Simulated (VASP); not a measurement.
# BP (F-43m) in VASP: a series of runs

The runs below take BP through single point, with PBEsol.

Program: VASP 6.6.1. These are calculated values, not measurements. Logs are shortened: lines on timing, memory, paths and dates and some standing lists are left out, and cuts for length are marked.

**1. The cell of the first run**

Symmetry: F-43m, No. 216, cubic system. The conventional cell has a = 4.538 Å, b = 4.538 Å, c = 4.538 Å, α = 90.00°, β = 90.00°, γ = 90.00°. Within 2.6 Å of P (site symmetry -43m) lie 4 B at 1.97 Å. B (site symmetry -43m) has 4 P at 1.97 Å within 2.6 Å.

**2. Single point, PBEsol**

INCAR reads:

```
PREC = Accurate
ENCUT = 500
EDIFF = 1E-6
ISMEAR = -1
SIGMA = 0.025
LREAL = F
LASPH = T
NELM = 120
ALGO = Normal
ISIF = 2
LWAVE = F
LCHARG = F
GGA = PS
NBANDS = 11
GGA_COMPAT = F
```

KPOINTS reads:

```
Automatic mesh
0
Gamma
  8 8 8
```

POSCAR reads:

```
BP
1.0
    0.0000000000      2.2690000000      2.2690000000
    2.2690000000      0.0000000000      2.2690000000
    2.2690000000      2.2690000000      0.0000000000
P B
1 1
Direct
    0.7500000000      0.7500000000      0.7500000000
    0.0000000000      0.0000000000      0.0000000000
```

Potentials or basis: VASP PAW PBE potentials, release 64 (P, B).

Command:

```sh
cat potpaw_PBE.64/P/POTCAR potpaw_PBE.64/B/POTCAR > POTCAR
mpirun -np 1 vasp_std > vasp.out
```

OUTCAR:

```text
PREC = Accurate
   ENCUT = 500
   EDIFF = 1E-6
   ISMEAR = -1
   LREAL = F
   LASPH = T
   NELM = 120
   ISIF = 2
   GGA = PS

 ion  position               nearest neighbor table
   1  0.750  0.750  0.750-   2 1.97   2 1.97   2 1.97   2 1.97
   2  0.000  0.000  0.000-   1 1.97   1 1.97   1 1.97   1 1.97

  LATTYP: Found a face centered cubic cell.
 ALAT       =     4.5380000000

  Lattice vectors:

 A1 = (   0.0000000000,   2.2690000000,   2.2690000000)
 A2 = (   2.2690000000,   0.0000000000,   2.2690000000)
 A3 = (   2.2690000000,   2.2690000000,   0.0000000000)

Analysis of symmetry for initial positions (statically):
=====================================================================
 Subroutine PRICEL returns:
 Original cell was already a primitive cell.

 Routine SETGRP: Setting up the symmetry group for a
 face centered cubic supercell.

 Subroutine GETGRP returns: Found 24 space group operations
 (whereof 24 operations were pure point group operations)
 out of a pool of 48 trial point group operations.

The static configuration has the point symmetry T_d .

Analysis of symmetry for dynamics (positions and initial velocities):
=====================================================================
 Subroutine PRICEL returns:
 Original cell was already a primitive cell.

 Routine SETGRP: Setting up the symmetry group for a
 face centered cubic supercell.

 Subroutine GETGRP returns: Found 24 space group operations
 (whereof 24 operations were pure point group operations)
 out of a pool of 48 trial point group operations.

The dynamic configuration has the point symmetry T_d .

 Subroutine INISYM returns: Found 24 space group operations
 (whereof 24 operations are pure point group operations),
 and found     1 'primitive' translations

----------------------------------------------------------------------------------------

                                     Primitive cell

  volume of cell :      23.3633

  direct lattice vectors                    reciprocal lattice vectors
     0.000000000  2.269000000  2.269000000    -0.220361393  0.220361393  0.220361393
     2.269000000  0.000000000  2.269000000     0.220361393 -0.220361393  0.220361393
     2.269000000  2.269000000  0.000000000     0.220361393  0.220361393 -0.220361393

  length of vectors
     3.208850573  3.208850573  3.208850573     0.381677128  0.381677128  0.381677128

[... 79 lines left out ...]
   NELM   =    120;   NELMIN=  2; NELMDL= -5     # of ELM steps
   EDIFF  = 0.1E-05   stopping-criterion for ELM
   LREAL  =      F    real-space projection
   EDIFFG = 0.1E-04   stopping-criterion for IOM
   NSW    =      0    number of steps for IOM
   IBRION =     -1    ionic relax: 0-MD 1-quasi-New 2-CG
   NFREE  =      0    steps in history (QN), initial steepest desc. (CG)
   ISIF   =      2    stress and relaxation
   ISYM   =      2    0-nonsym 1-usesym 2-fastsym
   POTIM  = 0.5000    time-step for ionic-motion
   TEBEG  =    0.0;   TEEND  =   0.0 temperature during run
   PSTRESS=    0.0 pullay stress
   NELECT =       8.0000    total number of electrons
   NUPDOWN=      -1.0000    fix difference up-down
   EMIN   =  10.00;   EMAX   =-10.00  energy-range for DOS
   EFERMI =   0.00;   METHOD = LEGACY
   ISMEAR =    -1;   SIGMA  =   0.03  broadening in eV -4-tet -1-fermi 0-gaus
   EFERMI_NEDOS =   21; number of points for ismear=-14 and -15
   IALGO  =     38    algorithm
   IMIX   =      4    mixing-type and parameters
     AMIX     =   0.40;   BMIX     =  1.00
     AMIX_MAG =   1.60;   BMIX_MAG =  1.00
  volume/ion in A,a.u.               =      11.68        78.83
  Fermi-wavevector in a.u.,A,eV,Ry     =   1.145320  2.164342 17.847562  1.311759
  Thomas-Fermi vector in A             =   2.282009
   LORBIT       =      0    0 simple, 1 ext, 2 COOP (PROOUT), +10 PAW based schemes
   GGA     = PS    functional components
   LHFCALC =     F    Hartree Fock is set to
   AEXX    =    0.0000 exact exchange contribution
   IVDW    =     0    specifies the selected vdW correction
   LEPSILON=     F    determine dielectric tensor
   LRPA    =     F    only Hartree local field effects (RPA)
 non-spin polarized calculation
  energy-cutoff  :      500.00
  volume of cell :       23.36
 maximum number of plane-waves:       609
   NGX = 11   NGY = 11   NGZ = 11

 number of electron       8.0000000 magnetization

 Free energy of the ion-electron system (eV)
  ---------------------------------------------------
  ext. energy  EPLUGINS =         0.00000000
  ---------------------------------------------------
  free energy    TOTEN  =       -13.66988309 eV

  energy without entropy =      -13.66988309  energy(sigma->0) =      -13.66988309

 E-fermi :   7.9547     XC(G=0): -11.0454

 val. band max:        7.4064178563   @ k =   0.0000   0.0000   0.0000
 cond. band min:       8.5693048554   @ k =   0.3750   0.3750   0.0000
 fundamental gap:      1.1628869991
 Fermi energy:         7.9547328118

 k-point     1 :       0.0000    0.0000    0.0000
  band No.  band energies     occupation
      1      -8.0920      2.00000
      2       7.4064      2.00000
      3       7.4064      2.00000
      4       7.4064      2.00000
      5      10.7628      0.00000
      6      10.7628      0.00000
      7      10.7628      0.00000
      8      14.7492      0.00000
      9      18.6485      0.00000
     10      19.5274      0.00000
     11      19.5274      0.00000
[... 309 lines left out ...]
 k-point    24 :      -0.3750    0.2500    0.1250
  band No.  band energies     occupation
      1      -4.0818      2.00000
      2      -1.0915      2.00000
      3       2.8470      2.00000
      4       4.2571      2.00000
      5      11.5050      0.00000
      6      12.5393      0.00000
      7      15.6809      0.00000
      8      17.1275      0.00000
      9      17.7631      0.00000
     10      21.7779      0.00000
     11      24.0699      0.00000

 [... further k-points ...]
[... 5 lines left out ...]
  --------------------------------------------------------------------------------------
  -------------------------------------------------------------------------------------
  Total       -0.2673437     -0.2673437     -0.2673437     -0.0000000     -0.0000000      0.0000000
  in kB      -18.3335672    -18.3335672    -18.3335672     -0.0000000     -0.0000000      0.0000000
  external PRESSURE =     -18.3335672 kB  Pullay stress =       0.0000000 kB

 VOLUME and BASIS-vectors are now :
 -----------------------------------------------------------------------------
  energy-cutoff  :      500.00
  volume of cell :       23.36
      direct lattice vectors                 reciprocal lattice vectors
     0.000000000  2.269000000  2.269000000    -0.220361393  0.220361393  0.220361393
     2.269000000  0.000000000  2.269000000     0.220361393 -0.220361393  0.220361393
     2.269000000  2.269000000  0.000000000     0.220361393  0.220361393 -0.220361393

 POSITION                                       TOTAL-FORCE (eV/Angst)
 -----------------------------------------------------------------------------------
      3.40350      3.40350      3.40350         0.000000      0.000000      0.000000
      0.00000      0.00000      0.00000        -0.000000     -0.000000     -0.000000
 -----------------------------------------------------------------------------------
    total drift:                               -0.000000     -0.000000     -0.000000

  FREE ENERGIE OF THE ION-ELECTRON SYSTEM (eV)
  ---------------------------------------------------
  free  energy   TOTEN  =       -13.6698830936 eV

  energy  without entropy=      -13.6698830936  energy(sigma->0) =      -13.66988309
```

stdout:

```text
POSCAR found type information on POSCAR P B
 POSCAR found :  2 types and       2 ions
 scaLAPACK will be used
 -----------------------------------------------------------------------------
|                                                                             |
|                                                                             |
|     You enforced a specific xc type in the INCAR file but a different       |
|     I HOPE YOU KNOW WHAT YOU ARE DOING!                                     |
|                                                                             |
 -----------------------------------------------------------------------------

 LDA part: xc-table for (Slater+PW92), standard interpolation
 POSCAR, INCAR and KPOINTS ok, starting setup
 FFT: planning ... GRIDC
 FFT: planning ... GRID_SOFT
 FFT: planning ... GRID
 WAVECAR not read
 entering main loop
```

Wall time 2.6 s (1 thread of Intel Xeon 6975P-C (Granite Rapids), shared host); peak memory 0.13 GiB.

Results:

* Free energy: -13.6699 eV
* Pressure: -1.8 GPa
* Band gap on the k mesh: 1.16 eV, indirect (least direct gap 3.36 eV)

Caveat: the PAW data sets were made with another functional, which shifts forces and pressure a little. A k mesh can miss the band edges.

(Part 1 of 2 ends here.)
